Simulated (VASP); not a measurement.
The system is CdS.

```
CELL_PARAMETERS angstrom
3.89367 0.00000 0.00000
1.94684 3.37202 0.00000
1.94684 1.12401 3.17917
ATOMIC_POSITIONS crystal
Cd 0.00000 0.00000 0.00000
S 0.50000 0.50000 0.50000
```

Base run:

```yaml
Program: VASP 6.6.1
Functional: PBEsol
Potentials_or_basis: VASP PAW PBE potentials, release 64 (Cd, S)
Cutoff: 500 eV
k_mesh: 7 × 7 × 7
Occupations: gaussian, width 0.01 eV
Spin: no spin polarisation
```

Its results: band gap on the k mesh 0.39 eV, indirect (least direct gap 1.41 eV); pressure -4.0 GPa.

Problem. The run is repeated on the same cell with these changes: k mesh from 7 × 7 × 7 to 5 × 5 × 5. What comes out?

Solution. Band gap on the k mesh 0.62 eV, indirect (least direct gap 1.40 eV); pressure -3.9 GPa.

Caveats: the PAW data sets were made with another functional, which shifts forces and pressure a little.

A k mesh can miss the band edges.
